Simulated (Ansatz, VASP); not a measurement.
**AlN: VASP beside Ansatz**

The input POSCAR:

```
AlN
1.0
    0.0000000000      2.0188684454      2.0188684454
    2.0188684454      0.0000000000      2.0188684454
    2.0188684454      2.0188684454      0.0000000000
Al N
1 1
Direct
    0.0000000000      0.0000000000      0.0000000000
    0.5000000000      0.5000000000      0.5000000000
```

Contents of INCAR.step1:

```
PREC = Accurate
ENCUT = 520
EDIFF = 1E-5
ISMEAR = 0
SIGMA = 0.2
LREAL = False
LASPH = True
NELM = 80
ALGO = Normal
ISIF = 2
LWAVE = True
LCHARG = False
NBANDS = 11
GGA = PE
```

File INCAR.step2:

```
PREC = Accurate
ENCUT = 520
EDIFF = 1E-6
ISMEAR = 0
SIGMA = 0.2
LREAL = False
LASPH = True
NELM = 80
ALGO = Normal
ISIF = 2
LWAVE = False
LCHARG = False
GGA = PE
LHFCALC = True
HFSCREEN = 0.2079
PRECFOCK = Normal
NBANDS = 11
ISTART = 1
```

File KPOINTS:

```
Automatic mesh
0
Gamma
  6 6 6
```

Input for Ansatz:

```yaml
crystal:
  lattice:
    - [0.0, 2.0188684454, 2.0188684454]
    - [2.0188684454, 0.0, 2.0188684454]
    - [2.0188684454, 2.0188684454, 0.0]
  atoms:
    - { symbol: Al, position: [0.0, 0.0, 0.0] }
    - { symbol: "N", position: [0.5, 0.5, 0.5] }
kpoints:
  mp_grid: { grid: [6, 6, 6] }
hamiltonian:
  xc: hse06
scf:
  occupations: { method: gaussian, width: 0.2 }
  n_extra_bands: 4
output:
  forces: true
  stress: true
  eigenvalues: true
```

Alike in both runs: task single point; functional HSE06; k mesh 6 × 6 × 6; occupations gaussian, width 0.2 eV; no spin polarisation.

|  | VASP | Ansatz |
| --- | --- | --- |
| version | VASP 6.6.1 | Ansatz 0.2.0 |
| potentials or method | VASP PAW PBE potentials, release 64 (Al, N) | plane waves |
| plane-wave cutoff (eV) | 520 | 420 |
| valence electrons in the cell | 8 | 8 |

|  | VASP | Ansatz | Ansatz less VASP |
| --- | --- | --- | --- |
| gap on the k mesh at the Fermi level (eV) | 6.01 | 6.08 | +0.069 |
| pressure (GPa) | -1.5 | -1.5 | -0.09 |

Ansatz's warnings: stress exchange threshold loose, stress scf threshold loose.

The k mesh is coarse, so the values compare programs but aren't converged.
